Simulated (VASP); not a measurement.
# Co2Si6Ni (P-3m1) in VASP: relaxation of cell and atoms with PBE

Aim: the relaxation of cell and atoms of Co2Si6Ni with PBE.

Program: VASP 6.6.1. These are calculated values, not measurements. Logs are shortened: lines on timing, memory, paths and dates and some standing lists are left out, and cuts for length are marked.

**1. The cell of the first run**

The structure is trigonal, space group P-3m1 (No. 164). Conventional cell: a = 3.862 Å, b = 3.862 Å, c = 9.459 Å, α = 90.00°, β = 90.00°, γ = 120.00°. Co (site symmetry 3m) has 8 Si at 2.36 Å within 3.1 Å. Within 3.1 Å of Si (site symmetry 3m) lie 3 Co at 2.36 Å and 1 Ni at 2.36 Å and 6 Si at 2.73 Å. Si (site symmetry 3m) has 3 Ni at 2.36 Å and 1 Co at 2.36 Å and 6 Si at 2.73 Å within 3.1 Å. Si (site symmetry 3m) has 4 Co at 2.36 Å and 6 Si at 2.73 Å within 3.1 Å. Within 3.1 Å of Ni (site symmetry -3m) lie 8 Si at 2.36 Å.

**2. Relaxation of cell and atoms, PBE, collinear spin, ferromagnetic start**

The input, INCAR:

```
SYSTEM = Co2Si6Ni
  PREC = Accurate
  ENCUT = 600
  EDIFF = 1E-7
  ISMEAR = 0
  SIGMA = 0.1
  LREAL = .False.
  LASPH = .True.
  NELM = 150
  ALGO = Normal
  ISIF = 3
  LWAVE = .False.
  LCHARG = .False.
  ISPIN = 2
  MAGMOM = 3 3 0 0 0 0 0 0 2
  LORBIT = 11
  LMAXMIX = 4
  GGA = PE
  IBRION = 2
  NSW = 90
  EDIFFG = -0.04
```

The input, KPOINTS:

```
regular mesh
0
Gamma
  6 6 2
  0 0 0
```

The input, POSCAR:

```
Co2Si6Ni
1.0
    3.8615493100      0.0000000000      0.0000000000
   -1.9307746500      3.3441998000      0.0000000000
    0.0000000000      0.0000000000      9.4588254200
Co Si Ni
2 6 1
Direct
    0.6666666700      0.3333333300      0.8333333300
    0.3333333300      0.6666666700      0.1666666700
    0.0000000000      0.0000000000      0.7500000000
    0.3333333300      0.6666666700      0.4166666700
    0.6666666700      0.3333333300      0.0833333300
    0.6666666700      0.3333333300      0.5833333300
    0.0000000000      0.0000000000      0.2500000000
    0.3333333300      0.6666666700      0.9166666700
    0.0000000000      0.0000000000      0.5000000000
```

Potentials or basis: VASP PAW PBE potentials, release 64 (Co, Si, Ni).

Started as:

```sh
> cat potpaw_PBE.64/Co/POTCAR potpaw_PBE.64/Si/POTCAR potpaw_PBE.64/Ni/POTCAR > POTCAR
> mpirun -np 1 vasp_std > vasp.out
```

OUTCAR:

```text
SYSTEM = Co2Si6Ni
   PREC = Accurate
   ENCUT = 600
   EDIFF = 1E-7
   ISMEAR = 0
   LREAL = .False.
   LASPH = .True.
   NELM = 150
   ISIF = 3
   ISPIN = 2
   LORBIT = 11
   GGA = PE
   IBRION = 2
   NSW = 90
   EDIFFG = -0.04

 ion  position               nearest neighbor table
   1  0.667  0.333  0.833-   3 2.36   5 2.36   6 2.36   3 2.36   8 2.36   3 2.36   8 2.36   8 2.36

   2  0.333  0.667  0.167-   7 2.36   4 2.36   8 2.36   7 2.36   5 2.36   7 2.36   5 2.36   5 2.36

   3  0.000  0.000  0.750-   1 2.36   9 2.36   1 2.36   1 2.36   6 2.73   8 2.73   8 2.73   6 2.73
                             6 2.73   8 2.73
   4  0.333  0.667  0.417-   9 2.36   2 2.36   9 2.36   9 2.36   6 2.73   6 2.73   7 2.73   6 2.73
                             7 2.73   7 2.73
   5  0.667  0.333  0.083-   1 2.36   2 2.36   2 2.36   2 2.36   8 2.73   8 2.73   7 2.73   8 2.73
                             7 2.73   7 2.73
   6  0.667  0.333  0.583-   9 2.36   1 2.36   9 2.36   9 2.36   4 2.73   4 2.73   3 2.73   4 2.73
                             3 2.73   3 2.73
   7  0.000  0.000  0.250-   2 2.36   9 2.36   2 2.36   2 2.36   4 2.73   5 2.73   5 2.73   4 2.73
                             5 2.73   4 2.73
   8  0.333  0.667  0.917-   2 2.36   1 2.36   1 2.36   1 2.36   5 2.73   5 2.73   3 2.73   5 2.73
                             3 2.73   3 2.73
   9  0.000  0.000  0.500-   4 2.36   6 2.36   3 2.36   7 2.36   4 2.36   6 2.36   6 2.36   4 2.36

  LATTYP: Found a hexagonal cell.
 ALAT       =     3.8615493100
 C/A-ratio  =     2.4494897412

  Lattice vectors:

 A1 = (   3.8615493100,   0.0000000000,   0.0000000000)
 A2 = (  -1.9307746500,   3.3441998000,   0.0000000000)
 A3 = (   0.0000000000,   0.0000000000,   9.4588254200)

Analysis of symmetry for initial positions (statically):
=====================================================================
 Subroutine PRICEL returns:
 Original cell was already a primitive cell.

 Routine SETGRP: Setting up the symmetry group for a
 hexagonal supercell.

 Subroutine GETGRP returns: Found 12 space group operations
 (whereof 12 operations were pure point group operations)
 out of a pool of 24 trial point group operations.

The static configuration has the point symmetry D_3d.

Analysis of symmetry for dynamics (positions and initial velocities):
=====================================================================
 Subroutine PRICEL returns:
 Original cell was already a primitive cell.

 Routine SETGRP: Setting up the symmetry group for a
 hexagonal supercell.

 Subroutine GETGRP returns: Found 12 space group operations
 (whereof 12 operations were pure point group operations)
 out of a pool of 24 trial point group operations.

The dynamic configuration has the point symmetry D_3d.

Analysis of structural, dynamic, and magnetic symmetry:
=====================================================================
 Subroutine PRICEL returns:
 Original cell was already a primitive cell.

 Routine SETGRP: Setting up the symmetry group for a
 hexagonal supercell.

 Subroutine GETGRP returns: Found 12 space group operations
 (whereof 12 operations were pure point group operations)
 out of a pool of 24 trial point group operations.

The overall configuration has the point symmetry D_3d.

 Subroutine INISYM returns: Found 12 space group operations
 (whereof 12 operations are pure point group operations),
 and found     1 'primitive' translations

----------------------------------------------------------------------------------------

                                     Primitive cell

  volume of cell :     122.1493

  direct lattice vectors                    reciprocal lattice vectors
     3.861549310  0.000000000  0.000000000     0.258963416  0.149512598  0.000000000
    -1.930774650  3.344199800  0.000000000     0.000000000  0.299025196  0.000000000
     0.000000000  0.000000000  9.458825420     0.000000000  0.000000000  0.105721372

  length of vectors
     3.861549310  3.861549307  9.458825420     0.299025196  0.299025196  0.105721372

  position of ions in fractional coordinates (direct lattice)
     0.666666670  0.333333330  0.833333330
     0.333333330  0.666666670  0.166666670
     0.000000000  0.000000000  0.750000000
     0.333333330  0.666666670  0.416666670
     0.666666670  0.333333330  0.083333330
     0.666666670  0.333333330  0.583333330
     0.000000000  0.000000000  0.250000000
     0.333333330  0.666666670  0.916666670
     0.000000000  0.000000000  0.500000000

  ion indices of the primitive-cell ions
   primitive index   ion index
                 1           1
[... 24 lines left out ...]
  Length of vectors
     0.049837533  0.049837533  0.052860686

  Shift w.r.t. Gamma in fractional coordinates (k-lattice)
     0.000000000  0.000000000  0.000000000

 Subroutine IBZKPT returns following result:
 ===========================================

 Found     14 irreducible k-points:

 Following reciprocal coordinates:
            Coordinates               Weight
  0.000000  0.000000  0.000000      1.000000
  0.166667 -0.000000  0.000000      6.000000
  0.333333 -0.000000  0.000000      6.000000
  0.500000 -0.000000  0.000000      3.000000
  0.166667  0.166667  0.000000      6.000000
  0.333333  0.166667  0.000000     12.000000
  0.333333  0.333333  0.000000      2.000000
  0.000000  0.000000  0.500000      1.000000
  0.166667 -0.000000  0.500000      6.000000
  0.333333 -0.000000  0.500000      6.000000
  0.500000 -0.000000  0.500000      3.000000
  0.166667  0.166667  0.500000      6.000000
  0.333333  0.166667  0.500000     12.000000
  0.333333  0.333333  0.500000      2.000000
   k-points           NKPTS =     14   k-points in BZ     NKDIM =     14   number of bands    NBANDS=     35
   number of dos      NEDOS =    301   number of ions     NIONS =      9
   total plane-waves  NPLWV =  81920
   dimension x,y,z NGX =    32 NGY =   32 NGZ =   80
   dimension x,y,z NGXF=    64 NGYF=   64 NGZF=  160
   ions per type =               2   6   1
   NGX,Y,Z   is equivalent  to a cutoff of  13.78, 13.78, 14.06 a.u.
   NGXF,Y,Z  is equivalent  to a cutoff of  27.55, 27.55, 28.12 a.u.
 SYSTEM =  Co2Si6Ni
   PREC   = accura    normal or accurate (medium, high low for compatibility)
   ISTART =      0    job   : 0-new  1-cont  2-samecut
   ICHARG =      2    charge: 1-file 2-atom 10-const
   ISPIN  =      2    spin polarized calculation?
   LNONCOLLINEAR =      F non collinear calculations
   LSORBIT =      F    spin-orbit coupling
   LASPH  =      T    aspherical Exc in radial PAW
   ENCUT  =  600.0 eV  44.10 Ry    6.64 a.u.   7.71  7.71 18.89*2*pi/ulx,y,z
   NELM   =    150;   NELMIN=  2; NELMDL= -5     # of ELM steps
   EDIFF  = 0.1E-06   stopping-criterion for ELM
   LREAL  =      F    real-space projection
   EDIFFG = -.4E-01   stopping-criterion for IOM
   NSW    =     90    number of steps for IOM
   IBRION =      2    ionic relax: 0-MD 1-quasi-New 2-CG
   NFREE  =      1    steps in history (QN), initial steepest desc. (CG)
   ISIF   =      3    stress and relaxation
   ISYM   =      2    0-nonsym 1-usesym 2-fastsym
   POTIM  = 0.5000    time-step for ionic-motion
   TEBEG  =    0.0;   TEEND  =   0.0 temperature during run
   PSTRESS=    0.0 pullay stress
   NELECT =      52.0000    total number of electrons
   NUPDOWN=      -1.0000    fix difference up-down
   EMIN   =  10.00;   EMAX   =-10.00  energy-range for DOS
   EFERMI =   0.00;   METHOD = LEGACY
   ISMEAR =     0;   SIGMA  =   0.10  broadening in eV -4-tet -1-fermi 0-gaus
   EFERMI_NEDOS =   21; number of points for ismear=-14 and -15
   IALGO  =     38    algorithm
   IMIX   =      4    mixing-type and parameters
     AMIX     =   0.40;   BMIX     =  1.00
     AMIX_MAG =   1.60;   BMIX_MAG =  1.00
  volume/ion in A,a.u.               =      13.57        91.59
  Fermi-wavevector in a.u.,A,eV,Ry     =   1.231532  2.327258 20.635554  1.516670
  Thomas-Fermi vector in A             =   2.366338
   LORBIT       =     11    0 simple, 1 ext, 2 COOP (PROOUT), +10 PAW based schemes
   GGA     = PE    functional components
   LHFCALC =     F    Hartree Fock is set to
   AEXX    =    0.0000 exact exchange contribution
   IVDW    =     0    specifies the selected vdW correction
   LEPSILON=     F    determine dielectric tensor
   LRPA    =     F    only Hartree local field effects (RPA)
 conjugate gradient relaxation of ions
 spin polarized calculation
 Gauss-broadening in eV      SIGMA  =   0.10
  energy-cutoff  :      600.00
  volume of cell :      122.15
 maximum number of plane-waves:      4118
 NGX is ok and might be reduce to    32
   NGX = 15   NGY = 15   NGZ = 37

--------------------------------------- Ionic step        1  -------------------------------------------

 number of electron      51.9999995 magnetization      -0.0003193

 number of electron      51.9999995 magnetization       0.0001536

 Free energy of the ion-electron system (eV)
  ---------------------------------------------------
  ext. energy  EPLUGINS =         0.00000000
  ---------------------------------------------------
  free energy    TOTEN  =       -55.93591120 eV

  energy without entropy =      -55.91696761  energy(sigma->0) =      -55.92643940

 E-fermi :   9.4304     XC(G=0): -11.4707

 val. band max:        9.4104552971   @ k =   0.1667  -0.0000   0.0000
 cond. band min:       9.4512634348   @ k =   0.1667  -0.0000   0.5000
 fundamental gap:      0.0408081377
 Fermi energy:         9.4303707254

 spin component 1

 k-point     1 :       0.0000    0.0000    0.0000
  band No.  band energies     occupation
      1      -3.4550      1.00000
      2      -1.8966      1.00000
      3      -1.7864      1.00000
      4       2.2938      1.00000
      5       2.3176      1.00000
      6       4.9851      1.00000
[... 1323 lines left out ...]
 number of electron      52.0000005 magnetization       0.0000001

 number of electron      52.0000005 magnetization      -0.0000000

 Free energy of the ion-electron system (eV)
  ---------------------------------------------------
  ext. energy  EPLUGINS =         0.00000000
  ---------------------------------------------------
  free energy    TOTEN  =       -56.16457376 eV

  energy without entropy =      -56.15141872  energy(sigma->0) =      -56.15799624

 E-fermi :  10.0809     XC(G=0): -11.6785

 val. band max:        9.8669383399   @ k =   0.1667   0.1667   0.5000
 cond. band min:      10.1042358826   @ k =   0.1667  -0.0000   0.5000
 fundamental gap:      0.2372975427
 Fermi energy:        10.0808667591

 spin component 1

 k-point     1 :       0.0000    0.0000    0.0000
  band No.  band energies     occupation
      1      -3.1780      1.00000
      2      -1.5980      1.00000
      3      -1.5767      1.00000
      4       2.5839      1.00000
      5       2.6091      1.00000
      6       5.6094      1.00000
[... 1092 lines left out ...]
  FREE ENERGIE OF THE ION-ELECTRON SYSTEM (eV)
  ---------------------------------------------------
  free  energy   TOTEN  =       -56.1645737577 eV

  energy  without entropy=      -56.1514187186  energy(sigma->0) =      -56.15799624

 reached required accuracy - stopping structural energy minimisation

 total charge

# of ion       s       p       d       tot
------------------------------------------
    1        0.535   0.735   7.588   8.858
    2        0.535   0.735   7.588   8.858
    3        0.719   0.866   0.000   1.585
    4        0.723   0.857   0.000   1.580
    5        0.715   0.869   0.000   1.584
    6        0.723   0.857   0.000   1.580
    7        0.719   0.866   0.000   1.585
    8        0.715   0.869   0.000   1.584
    9        0.566   0.773   8.440   9.778
--------------------------------------------------
tot          5.948   7.430  23.616  36.993

 magnetization (x)

# of ion       s       p       d       tot
------------------------------------------
    1       -0.000  -0.000  -0.000  -0.000
    2       -0.000  -0.000  -0.000  -0.000
    3        0.000   0.000   0.000   0.000
    4       -0.000  -0.000   0.000  -0.000
    5       -0.000   0.000   0.000   0.000
    6       -0.000  -0.000   0.000  -0.000
    7        0.000   0.000   0.000   0.000
    8       -0.000   0.000   0.000   0.000
    9       -0.000  -0.000   0.000  -0.000
--------------------------------------------------
tot         -0.000  -0.000  -0.000  -0.000
```

It took 9.6 min on 1 thread of Intel Xeon 6975P-C (Granite Rapids), shared host; peak memory 0.43 GiB.

What came out:

```yaml
Free_energy: -56.1646 eV
Relaxed_volume: 12.97 Å³/atom
Relaxed_cell: a = 3.774 Å, b = 3.774 Å, c = 9.461 Å, α = 90.00°, β = 90.00°, γ = 120.00°
Space_group_after_relaxing_to_0.1_Å: P-3m1 (No. 164)
Energy_gained_by_relaxing: 25.4 meV/atom
Ionic_steps: 7
Pressure_after_relaxing: -0.3 GPa
Largest_force_after_relaxing: 0.027 eV/Å
Band_gap_on_the_k_mesh: zero (filled and empty bands overlap)
Net_moment: 0.00 μB per cell
Valence_electrons_inside_the_program's_atomic_spheres: Co 8.86; Si 1.58; Ni 9.78
```

Forces on the atoms (eV/Å):
```
Co   0.000  0.000  0.001
Co   0.000  0.000 -0.001
Si   0.000  0.000  0.007
Si   0.000  0.000 -0.027
Si   0.000  0.000  0.009
Si   0.000  0.000  0.027
Si   0.000  0.000 -0.007
Si   0.000  0.000 -0.009
Ni   0.000  0.000  0.000
```

Stress tensor (GPa, compression positive):
```
-0.39  0.00  0.00
 0.00 -0.39  0.00
 0.00  0.00 -0.25
```

Step by step:
| step | energy change (eV) | largest force (eV/Å) | pressure (GPa) | volume (Å³) |
| --- | --- | --- | --- | --- |
| 1 | 0.0000 | 0.6282 | -7.08 | 122.15 |
| 2 | -0.1038 | 0.2975 | 7.56 | 111.84 |
| 3 | -0.1890 | 0.4571 | 0.99 | 115.75 |
| 4 | -0.2178 | 0.1842 | 0.31 | 116.23 |
| 5 | -0.2207 | 0.2875 | 0.05 | 116.44 |
| 6 | -0.2279 | 0.0921 | -0.22 | 116.62 |
| 7 | -0.2287 | 0.0273 | -0.35 | 116.70 |

Final structure:
```yaml
crystal:
  lattice:
    - [3.77408, 0.00000, 0.00000]
    - [-1.88704, 3.26845, 0.00000]
    - [0.00000, 0.00000, 9.46093]
  atoms:
    - { symbol: Co, position: [0.66667, 0.33333, 0.83249] }
    - { symbol: Co, position: [0.33333, 0.66667, 0.16751] }
    - { symbol: Si, position: [0.00000, 0.00000, 0.75260] }
    - { symbol: Si, position: [0.33333, 0.66667, 0.41002] }
    - { symbol: Si, position: [0.66667, 0.33333, 0.07909] }
    - { symbol: Si, position: [0.66667, 0.33333, 0.58998] }
    - { symbol: Si, position: [0.00000, 0.00000, 0.24740] }
    - { symbol: Si, position: [0.33333, 0.66667, 0.92091] }
    - { symbol: Ni, position: [0.00000, 0.00000, 0.50000] }
```

Levels at points of the mesh, in eV from the Fermi level:
Spin up:
| k point | band 22 | band 23 | band 24 | band 25 | band 26 | band 27 | band 28 | band 29 | band 30 | band 31 |
| --- | --- | --- | --- | --- | --- | --- | --- | --- | --- | --- |
| (0.00, 0.00, 0.00) | 0.10 | 0.25 | 0.25 | 0.40 | 2.36 | 2.54 | 2.80 | 2.80 | 2.82 | 2.86 |
| (0.50, 0.00, 0.00) | -1.79 | -1.64 | -1.38 | -1.09 | -0.90 | -0.90 | 0.81 | 1.63 | 2.03 | 2.53 |
| (0.00, 0.00, 0.50) | -0.65 | -0.29 | 1.48 | 1.48 | 1.61 | 1.67 | 1.73 | 1.73 | 2.76 | 3.08 |
| (0.50, 0.00, 0.50) | -1.69 | -1.62 | -1.36 | -1.36 | -0.92 | -0.53 | 0.92 | 1.66 | 2.37 | 2.81 |
Spin down:
| k point | band 22 | band 23 | band 24 | band 25 | band 26 | band 27 | band 28 | band 29 | band 30 | band 31 |
| --- | --- | --- | --- | --- | --- | --- | --- | --- | --- | --- |
| (0.00, 0.00, 0.00) | 0.10 | 0.25 | 0.25 | 0.40 | 2.36 | 2.54 | 2.80 | 2.80 | 2.82 | 2.86 |
| (0.50, 0.00, 0.00) | -1.79 | -1.64 | -1.38 | -1.09 | -0.90 | -0.90 | 0.81 | 1.63 | 2.03 | 2.53 |
| (0.00, 0.00, 0.50) | -0.65 | -0.29 | 1.48 | 1.48 | 1.61 | 1.67 | 1.73 | 1.73 | 2.76 | 3.08 |
| (0.50, 0.00, 0.50) | -1.69 | -1.62 | -1.36 | -1.36 | -0.92 | -0.53 | 0.92 | 1.66 | 2.37 | 2.81 |

Caveat: the moments typed at the start vanished in this run.

The gap in the log of VASP goes by the Fermi energy; the results here count the filled bands.